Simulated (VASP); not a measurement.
# CdTe (F-43m) in VASP: notebook

CdTe is run at these levels: PBE; tasks: single point, relaxation of cell and atoms.

Program: VASP 6.6.1. These are calculated values, not measurements. Logs are shortened: lines on timing, memory, paths and dates and some standing lists are left out, and cuts for length are marked.

### 1 The cell of the first run

Symmetry: F-43m, No. 216, cubic system. Conventional cell: a = 6.564 Å, b = 6.564 Å, c = 6.564 Å, α = 90.00°, β = 90.00°, γ = 90.00°. Within 3.7 Å of Cd (site symmetry -43m) lie 4 Te at 2.84 Å. Within 3.7 Å of Te (site symmetry -43m) lie 4 Cd at 2.84 Å.

### 2 Single point, PBE

INCAR

```
SYSTEM = CdTe
  PREC = Accurate
  ENCUT = 500
  EDIFF = 1E-6
  ISMEAR = 0
  SIGMA = 0.1
  LREAL = .FALSE.
  LASPH = .TRUE.
  NELM = 120
  ALGO = Normal
  ISIF = 2
  LWAVE = .FALSE.
  LCHARG = .FALSE.
  GGA = PE
  NBANDS = 16
  GGA_COMPAT = .FALSE.
```

KPOINTS

```
Automatic mesh
0
G
  6 6 6
  0 0 0
```

POSCAR

```
CdTe
1.0
    0.0000000000      3.2821135600      3.2821135600
    3.2821135600      0.0000000000      3.2821135600
    3.2821135600      3.2821135600      0.0000000000
Cd Te
1 1
Direct
    0.0000000000      0.0000000000      0.0000000000
    0.2500000000      0.2500000000      0.2500000000
```

Potentials or basis: VASP PAW PBE potentials, release 64 (Cd, Te).

The run is started by

```console
cat potpaw_PBE.64/Cd/POTCAR potpaw_PBE.64/Te/POTCAR > POTCAR
mpirun -np 1 vasp_std > vasp.out
```

OUTCAR:

```text
SYSTEM = CdTe
   PREC = Accurate
   ENCUT = 500
   EDIFF = 1E-6
   ISMEAR = 0
   LREAL = .FALSE.
   LASPH = .TRUE.
   NELM = 120
   ISIF = 2
   GGA = PE

 ion  position               nearest neighbor table
   1  0.000  0.000  0.000-   2 2.84   2 2.84   2 2.84   2 2.84
   2  0.250  0.250  0.250-   1 2.84   1 2.84   1 2.84   1 2.84

  LATTYP: Found a face centered cubic cell.
 ALAT       =     6.5642271200

  Lattice vectors:

 A1 = (   0.0000000000,   3.2821135600,   3.2821135600)
 A2 = (   3.2821135600,   0.0000000000,   3.2821135600)
 A3 = (   3.2821135600,   3.2821135600,   0.0000000000)

Analysis of symmetry for initial positions (statically):
=====================================================================
 Subroutine PRICEL returns:
 Original cell was already a primitive cell.

 Routine SETGRP: Setting up the symmetry group for a
 face centered cubic supercell.

 Subroutine GETGRP returns: Found 24 space group operations
 (whereof 24 operations were pure point group operations)
 out of a pool of 48 trial point group operations.

The static configuration has the point symmetry T_d .

Analysis of symmetry for dynamics (positions and initial velocities):
=====================================================================
 Subroutine PRICEL returns:
 Original cell was already a primitive cell.

 Routine SETGRP: Setting up the symmetry group for a
 face centered cubic supercell.

 Subroutine GETGRP returns: Found 24 space group operations
 (whereof 24 operations were pure point group operations)
 out of a pool of 48 trial point group operations.

The dynamic configuration has the point symmetry T_d .

 Subroutine INISYM returns: Found 24 space group operations
 (whereof 24 operations are pure point group operations),
 and found     1 'primitive' translations

----------------------------------------------------------------------------------------

                                     Primitive cell

  volume of cell :      70.7116

  direct lattice vectors                    reciprocal lattice vectors
     0.000000000  3.282113560  3.282113560    -0.152340859  0.152340859  0.152340859
     3.282113560  0.000000000  3.282113560     0.152340859 -0.152340859  0.152340859
     3.282113560  3.282113560  0.000000000     0.152340859  0.152340859 -0.152340859

  length of vectors
     4.641609510  4.641609510  4.641609510     0.263862108  0.263862108  0.263862108

  position of ions in fractional coordinates (direct lattice)
     0.000000000  0.000000000  0.000000000
     0.250000000  0.250000000  0.250000000

  ion indices of the primitive-cell ions
   primitive index   ion index
                 1           1
                 2           2

----------------------------------------------------------------------------------------

 KPOINTS: Automatic mesh

Automatic generation of k-mesh.
 Grid dimensions read from file:
 generate k-points for:    6    6    6

 Generating k-lattice:

  Cartesian coordinates                     Fractional coordinates (reciprocal lattice)
    -0.025390143  0.025390143  0.025390143     0.166666667  0.000000000  0.000000000
     0.025390143 -0.025390143  0.025390143     0.000000000  0.166666667  0.000000000
     0.025390143  0.025390143 -0.025390143     0.000000000  0.000000000  0.166666667

  Length of vectors
     0.043977018  0.043977018  0.043977018

  Shift w.r.t. Gamma in fractional coordinates (k-lattice)
     0.000000000  0.000000000  0.000000000

 Subroutine IBZKPT returns following result:
 ===========================================

 Found     16 irreducible k-points:

 Following reciprocal coordinates:
            Coordinates               Weight
  0.000000  0.000000  0.000000      1.000000
  0.166667  0.000000  0.000000      8.000000
  0.333333  0.000000  0.000000      8.000000
  0.500000  0.000000  0.000000      4.000000
  0.166667  0.166667  0.000000      6.000000
  0.333333  0.166667  0.000000     24.000000
[... 8 lines left out ...]
 -0.333333  0.333333  0.166667     24.000000
 -0.333333  0.500000  0.166667     12.000000
   k-points           NKPTS =     16   k-points in BZ     NKDIM =     16   number of bands    NBANDS=     16
   number of dos      NEDOS =    301   number of ions     NIONS =      2
   total plane-waves  NPLWV =  46656
   dimension x,y,z NGX =    36 NGY =   36 NGZ =   36
   dimension x,y,z NGXF=    72 NGYF=   72 NGZF=   72
   ions per type =               1   1
   NGX,Y,Z   is equivalent  to a cutoff of  12.89, 12.89, 12.89 a.u.
   NGXF,Y,Z  is equivalent  to a cutoff of  25.79, 25.79, 25.79 a.u.
 SYSTEM =  CdTe
   PREC   = accura    normal or accurate (medium, high low for compatibility)
   ISTART =      0    job   : 0-new  1-cont  2-samecut
   ICHARG =      2    charge: 1-file 2-atom 10-const
   ISPIN  =      1    spin polarized calculation?
   LNONCOLLINEAR =      F non collinear calculations
   LSORBIT =      F    spin-orbit coupling
   LASPH  =      T    aspherical Exc in radial PAW
   ENCUT  =  500.0 eV  36.75 Ry    6.06 a.u.   8.46  8.46  8.46*2*pi/ulx,y,z
   NELM   =    120;   NELMIN=  2; NELMDL= -5     # of ELM steps
   EDIFF  = 0.1E-05   stopping-criterion for ELM
   LREAL  =      F    real-space projection
   EDIFFG = 0.1E-04   stopping-criterion for IOM
   NSW    =      0    number of steps for IOM
   IBRION =     -1    ionic relax: 0-MD 1-quasi-New 2-CG
   NFREE  =      0    steps in history (QN), initial steepest desc. (CG)
   ISIF   =      2    stress and relaxation
   ISYM   =      2    0-nonsym 1-usesym 2-fastsym
   POTIM  = 0.5000    time-step for ionic-motion
   TEBEG  =    0.0;   TEEND  =   0.0 temperature during run
   PSTRESS=    0.0 pullay stress
   NELECT =      18.0000    total number of electrons
   NUPDOWN=      -1.0000    fix difference up-down
   EMIN   =  10.00;   EMAX   =-10.00  energy-range for DOS
   EFERMI =   0.00;   METHOD = LEGACY
   ISMEAR =     0;   SIGMA  =   0.10  broadening in eV -4-tet -1-fermi 0-gaus
   EFERMI_NEDOS =   21; number of points for ismear=-14 and -15
   IALGO  =     38    algorithm
   IMIX   =      4    mixing-type and parameters
     AMIX     =   0.40;   BMIX     =  1.00
     AMIX_MAG =   1.60;   BMIX_MAG =  1.00
  volume/ion in A,a.u.               =      35.36       238.59
  Fermi-wavevector in a.u.,A,eV,Ry     =   1.037533  1.960654 14.646338  1.076475
  Thomas-Fermi vector in A             =   2.171976
   LORBIT       =      0    0 simple, 1 ext, 2 COOP (PROOUT), +10 PAW based schemes
   GGA     = PE    functional components
   LHFCALC =     F    Hartree Fock is set to
   AEXX    =    0.0000 exact exchange contribution
   IVDW    =     0    specifies the selected vdW correction
   LEPSILON=     F    determine dielectric tensor
   LRPA    =     F    only Hartree local field effects (RPA)
 non-spin polarized calculation
 Gauss-broadening in eV      SIGMA  =   0.10
  energy-cutoff  :      500.00
  volume of cell :       70.71
 maximum number of plane-waves:      1820
 NGX is ok and might be reduce to    36
   NGX = 17   NGY = 17   NGZ = 17

 number of electron      18.0000006 magnetization

 Free energy of the ion-electron system (eV)
  ---------------------------------------------------
  ext. energy  EPLUGINS =         0.00000000
  ---------------------------------------------------
  free energy    TOTEN  =        -4.80075042 eV

  energy without entropy =       -4.80075040  energy(sigma->0) =       -4.80075041

 E-fermi :   2.3446     XC(G=0):  -8.4145

 val. band max:        2.0095448567   @ k =   0.0000   0.0000   0.0000
 cond. band min:       2.6636375542   @ k =   0.0000   0.0000   0.0000
 fundamental gap:      0.6540926975
 Fermi energy:         2.3446407509

 k-point     1 :       0.0000    0.0000    0.0000
  band No.  band energies     occupation
      1      -8.9514      2.00000
      2      -6.1556      2.00000
      3      -6.1556      2.00000
      4      -6.1556      2.00000
      5      -5.9227      2.00000
      6      -5.9227      2.00000
[... 8 lines left out ...]
     15      11.2984      0.00000
     16      11.2984      0.00000

 k-point     2 :       0.1667    0.0000    0.0000
  band No.  band energies     occupation
      1      -8.8604      2.00000
      2      -6.1390      2.00000
      3      -6.1390      2.00000
      4      -6.0759      2.00000
      5      -5.9236      2.00000
      6      -5.9236      2.00000
[... 8 lines left out ...]
     15      10.4646      0.00000
     16      10.4646      0.00000

 k-point     3 :       0.3333    0.0000    0.0000
  band No.  band energies     occupation
      1      -8.6790      2.00000
      2      -6.1102      2.00000
      3      -6.1102      2.00000
      4      -5.9200      2.00000
      5      -5.9200      2.00000
      6      -5.8186      2.00000
[... 8 lines left out ...]
     15      10.8474      0.00000
     16      10.8474      0.00000

 k-point     4 :       0.5000    0.0000    0.0000
  band No.  band energies     occupation
      1      -8.5903      2.00000
      2      -6.0990      2.00000
      3      -6.0990      2.00000
      4      -5.9146      2.00000
      5      -5.9146      2.00000
      6      -5.6000      2.00000
[... 8 lines left out ...]
     15      12.2245      0.00000
     16      12.2245      0.00000

 k-point     5 :       0.1667    0.1667    0.0000
  band No.  band energies     occupation
      1      -8.8304      2.00000
      2      -6.1220      2.00000
      3      -6.1220      2.00000
      4      -6.0750      2.00000
      5      -5.9294      2.00000
      6      -5.9158      2.00000
[... 8 lines left out ...]
     15      11.1105      0.00000
     16      11.5375      0.00000

 k-point     6 :       0.3333    0.1667    0.0000
  band No.  band energies     occupation
      1      -8.6802      2.00000
      2      -6.0993      2.00000
      3      -6.0896      2.00000
      4      -5.9636      2.00000
      5      -5.9106      2.00000
      6      -5.8442      2.00000
[... 8 lines left out ...]
     15      11.6951      0.00000
     16      11.7362      0.00000

 k-point     7 :       0.5000    0.1667    0.0000
  band No.  band energies     occupation
      1      -8.5634      2.00000
      2      -6.0860      2.00000
      3      -6.0758      2.00000
      4      -5.9362      2.00000
      5      -5.9119      2.00000
      6      -5.5760      2.00000
[... 8 lines left out ...]
     15      11.9352      0.00000
     16      12.3059      0.00000

 k-point     8 :      -0.3333    0.1667    0.0000
  band No.  band energies     occupation
      1      -8.5921      2.00000
      2      -6.0884      2.00000
      3      -6.0870      2.00000
      4      -5.9254      2.00000
      5      -5.9240      2.00000
      6      -5.6487      2.00000
[... 8 lines left out ...]
     15      11.1317      0.00000
     16      12.2760      0.00000

 k-point     9 :      -0.1667    0.1667    0.0000
  band No.  band energies     occupation
      1      -8.7396      2.00000
      2      -6.1200      2.00000
      3      -6.1069      2.00000
      4      -5.9584      2.00000
      5      -5.9310      2.00000
      6      -5.8985      2.00000
[... 8 lines left out ...]
     15      10.9271      0.00000
     16      11.6943      0.00000

 k-point    10 :       0.3333    0.3333    0.0000
  band No.  band energies     occupation
      1      -8.5931      2.00000
      2      -6.0496      2.00000
      3      -6.0496      2.00000
      4      -5.9984      2.00000
      5      -5.9021      2.00000
      6      -5.7367      2.00000
[... 8 lines left out ...]
     15      12.1976      0.00000
     16      13.8237      0.00000

 k-point    11 :       0.5000    0.3333    0.0000
  band No.  band energies     occupation
      1      -8.5084      2.00000
      2      -6.0468      2.00000
      3      -6.0309      2.00000
      4      -5.9792      2.00000
      5      -5.9029      2.00000
      6      -5.5147      2.00000
[... 8 lines left out ...]
     15      12.5863      0.00000
     16      13.2944      0.00000

 k-point    12 :      -0.3333    0.3333    0.0000
  band No.  band energies     occupation
      1      -8.5088      2.00000
      2      -6.0643      2.00000
      3      -6.0479      2.00000
      4      -5.9461      2.00000
      5      -5.9180      2.00000
      6      -5.4628      2.00000
[... 8 lines left out ...]
     15      10.9640      0.00000
     16      14.0961      0.00000

 k-point    13 :       0.5000    0.5000    0.0000
  band No.  band energies     occupation
      1      -8.4804      2.00000
      2      -6.0115      2.00000
      3      -6.0104      2.00000
      4      -6.0104      2.00000
      5      -5.8952      2.00000
      6      -5.4731      2.00000
[... 8 lines left out ...]
     15      12.7524      0.00000
     16      13.4431      0.00000

 k-point    14 :       0.5000    0.3333    0.1667
  band No.  band energies     occupation
      1      -8.5645      2.00000
      2      -6.0704      2.00000
      3      -6.0630      2.00000
      4      -5.9577      2.00000
      5      -5.9111      2.00000
      6      -5.6259      2.00000
[... 8 lines left out ...]
     15      12.1665      0.00000
     16      13.2570      0.00000

 k-point    15 :      -0.3333    0.3333    0.1667
  band No.  band energies     occupation
      1      -8.5088      2.00000
      2      -6.0631      2.00000
      3      -6.0502      2.00000
      4      -5.9437      2.00000
      5      -5.9193      2.00000
      6      -5.4623      2.00000
[... 8 lines left out ...]
     15      12.3848      0.00000
     16      13.0510      0.00000

 k-point    16 :      -0.3333    0.5000    0.1667
  band No.  band energies     occupation
      1      -8.4815      2.00000
      2      -6.0383      2.00000
      3      -6.0366      2.00000
      4      -5.9642      2.00000
      5      -5.9107      2.00000
      6      -5.4197      2.00000
[... 8 lines left out ...]
     15      12.9192      0.00000
     16      13.2460      0.00000

------------------------ aborting loop because EDIFF is reached ----------------------------------------

  FORCE on cell =-STRESS in cart. coord.  units (eV):
  Direction    XX          YY          ZZ          XY          YZ          ZX
  --------------------------------------------------------------------------------------
  -------------------------------------------------------------------------------------
  Total        0.4648193      0.4648193      0.4648193     -0.0000000     -0.0000000      0.0000000
  in kB       10.5318314     10.5318314     10.5318314     -0.0000000     -0.0000000      0.0000000
  external PRESSURE =      10.5318314 kB  Pullay stress =       0.0000000 kB

 VOLUME and BASIS-vectors are now :
 -----------------------------------------------------------------------------
  energy-cutoff  :      500.00
  volume of cell :       70.71
      direct lattice vectors                 reciprocal lattice vectors
     0.000000000  3.282113560  3.282113560    -0.152340859  0.152340859  0.152340859
     3.282113560  0.000000000  3.282113560     0.152340859 -0.152340859  0.152340859
     3.282113560  3.282113560  0.000000000     0.152340859  0.152340859 -0.152340859

 POSITION                                       TOTAL-FORCE (eV/Angst)
 -----------------------------------------------------------------------------------
      0.00000      0.00000      0.00000         0.000000      0.000000      0.000000
      1.64106      1.64106      1.64106        -0.000000     -0.000000     -0.000000
 -----------------------------------------------------------------------------------
    total drift:                                0.000000      0.000000      0.000000

  FREE ENERGIE OF THE ION-ELECTRON SYSTEM (eV)
  ---------------------------------------------------
  free  energy   TOTEN  =        -4.8007504162 eV

  energy  without entropy=       -4.8007503958  energy(sigma->0) =       -4.80075041
```

Wall time 7.3 s (1 thread of Intel Xeon 6975P-C (Granite Rapids), shared host); peak memory 0.2 GiB.

What came out:

* Free energy: -4.8008 eV
* Pressure: 1.1 GPa
* Band gap on the k mesh: 0.65 eV

Levels at points of the mesh, in eV from the valence-band top:
```tsv
k point	band 5	band 6	band 7	band 8	band 9	band 10	band 11	band 12	band 13	band 14
(0.00, 0.00, 0.00)	-7.93	-7.93	0.00	0.00	0.00	0.65	4.62	4.62	4.62	7.41
(0.50, 0.00, 0.00)	-7.92	-7.61	-4.21	-0.72	-0.72	1.78	5.20	5.20	7.04	8.52
(0.50, 0.50, 0.00)	-7.90	-7.48	-4.13	-1.74	-1.74	2.67	2.69	8.64	8.94	8.94
```

Caveat: spin-orbit coupling is left out, which moves the levels of the heavy elements.

### 3 Single point, PBE

This run uses another cell than the first one, of 36.25 Å³/atom.

INCAR

```
PREC     = Accurate       # precision mode
ENCUT    = 500            # plane-wave cutoff, eV
EDIFF    = 1E-6           # SCF threshold, eV
ISMEAR   = 0              # smearing method
SIGMA    = 0.02           # smearing width, eV
LREAL    = False          # projectors in reciprocal space
LASPH    = True           # aspherical terms in the spheres
NELM     = 120            # most SCF steps
ALGO     = Normal         # electronic algorithm
ISIF     = 2              # what is computed and relaxed
LWAVE    = False          # write WAVECAR
LCHARG   = False          # write CHGCAR
GGA      = PE             # functional
NBANDS   = 16             # bands
GGA_COMPAT= False
```

KPOINTS

```
regular mesh
0
Gamma
  8 8 8
```

POSCAR

```
CdTe
1.0
    0.0000000000      3.3096311675      3.3096311675
    3.3096311675      0.0000000000      3.3096311675
    3.3096311675      3.3096311675      0.0000000000
Cd Te
1 1
Direct
    0.0000000000      0.0000000000      0.0000000000
    0.2500000000      0.2500000000      0.2500000000
```

Potentials or basis: VASP PAW PBE potentials, release 64 (Cd, Te).

The run is started by

```console
cat potpaw_PBE.64/Cd/POTCAR potpaw_PBE.64/Te/POTCAR > POTCAR
mpirun -np 1 vasp_std > vasp.out
```

It took 12 s on 1 thread of Intel Xeon 6975P-C (Granite Rapids), shared host; peak memory 0.21 GiB.

Results (log left out):

| Quantity | Value |
| --- | --- |
| Free energy | -4.8121 eV |
| Pressure | 0.1 GPa |
| Band gap on the k mesh | 0.58 eV |

Levels at points of the mesh, in eV from the valence-band top:
| k point | band 7 | band 8 | band 9 | band 10 | band 11 | band 12 |
| --- | --- | --- | --- | --- | --- | --- |
| (0.00, 0.00, 0.00) | 0.00 | 0.00 | 0.00 | 0.58 | 4.64 | 4.64 |
| (0.50, 0.00, 0.00) | -4.08 | -0.69 | -0.69 | 1.75 | 5.21 | 5.21 |
| (0.50, 0.50, 0.00) | -4.01 | -1.66 | -1.66 | 2.67 | 2.74 | 8.51 |

Caveat: spin-orbit coupling is left out, which moves the levels of the heavy elements.

### 4 Single point, PBE

This run uses another cell than the first one, of 36.25 Å³/atom.

INCAR

```
PREC     = Accurate       # precision mode
ENCUT    = 500            # plane-wave cutoff, eV
EDIFF    = 1E-6           # SCF threshold, eV
ISMEAR   = 0              # smearing method
SIGMA    = 0.02           # smearing width, eV
LREAL    = F              # projectors in reciprocal space
LASPH    = T              # aspherical terms in the spheres
NELM     = 120            # most SCF steps
ALGO     = Normal         # electronic algorithm
ISIF     = 2              # what is computed and relaxed
LWAVE    = F              # write WAVECAR
LCHARG   = F              # write CHGCAR
GGA      = PE             # functional
NBANDS   = 16             # bands
GGA_COMPAT= F
```

KPOINTS

```
Automatic mesh
0
Gamma
  10 10 10
```

POSCAR is that of step 3.

The run is started by

```console
cat potpaw_PBE.64/Cd/POTCAR potpaw_PBE.64/Te/POTCAR > POTCAR
mpirun -np 1 vasp_std > vasp.out
```

Wall time 18 s (1 thread of Intel Xeon 6975P-C (Granite Rapids), shared host); peak memory 0.23 GiB.

It converged, with:

| Quantity | Value |
| --- | --- |
| Free energy | -4.8128 eV |
| Pressure | 0.1 GPa |
| Band gap on the k mesh | 0.58 eV |

Levels at points of the mesh, in eV from the valence-band top:
| k point | band 7 | band 8 | band 9 | band 10 | band 11 | band 12 |
| --- | --- | --- | --- | --- | --- | --- |
| (0.00, 0.00, 0.00) | 0.00 | 0.00 | 0.00 | 0.58 | 4.64 | 4.64 |
| (0.50, 0.00, 0.00) | -4.08 | -0.69 | -0.69 | 1.75 | 5.21 | 5.21 |
| (0.50, 0.50, 0.00) | -4.01 | -1.66 | -1.66 | 2.67 | 2.74 | 8.51 |

Caveat: spin-orbit coupling is left out, which moves the levels of the heavy elements.

(Part 1 of 2 ends here.)
